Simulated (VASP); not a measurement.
Runs of VASP 6.6.1 on HfO2. The structure is that of space group P4_2/nmc (No. 137), or close to it. The cells are those of the table. 

| cell | gap on the mesh (eV) | pressure (GPa) | largest force (eV/Å) |
| --- | --- | --- | --- |
| a = 3.785, b = 3.785, c = 5.396 Å, 6 atoms | 4.05 | -25.1 | 0.52 |
| a = 3.694, b = 3.694, c = 5.264 Å, 6 atoms | (d) | -13.8 | 0.22 |
| a = 3.694, b = 3.694, c = 5.132 Å, 6 atoms | 4.02 | -9.4 | 0.02 |
| a = 3.424, b = 3.424, c = 5.264 Å, 6 atoms | 4.96 | 28.0 | 0.46 |
| a = 3.785, b = 3.785, c = 5.132 Å, 6 atoms | 3.59 | -18.5 | 0.16 |
| a = 3.514, b = 3.514, c = 5.264 Å, 6 atoms | 4.81 | 10.6 | 0.17 |
| a = 3.785, b = 3.785, c = 5.527 Å, 6 atoms | (a) | -27.6 | 0.73 |
| a = 3.785, b = 3.785, c = 5.264 Å, 6 atoms | 3.84 | (b) | 0.34 |
| a = 3.785, b = 3.785, c = 5.001 Å, 6 atoms | 3.29 | -14.4 | - |
| a = 3.424, b = 3.424, c = 5.132 Å, 6 atoms | 5.13 | (c) | 0.76 |
| a = 3.514, b = 3.514, c = 5.396 Å, 6 atoms | 4.65 | 4.6 | 0.10 |
| a = 3.694, b = 3.694, c = 5.001 Å, 6 atoms | 3.73 | -4.3 | 0.16 |

Alike in all rows: task single point; level PBE; potentials or basis VASP PAW PBE potentials, release 64 (Hf_pv, O); no spin polarisation; k mesh 6 × 6 × 4; cutoff (eV) 520; smearing gaussian 0.05 eV.

**Question.** Estimate the missing entries.

**Answer.** (a) 4.04; (b) -22.1; (c) 36.4; (d) 4.27.

Caveats: spin-orbit coupling is left out, which moves the levels of the heavy elements; the cell stands under tension (at least some runs); the cell stands under pressure (at least some runs).

A k mesh can miss the band edges, and the runs leave out spin-orbit coupling on Hf.
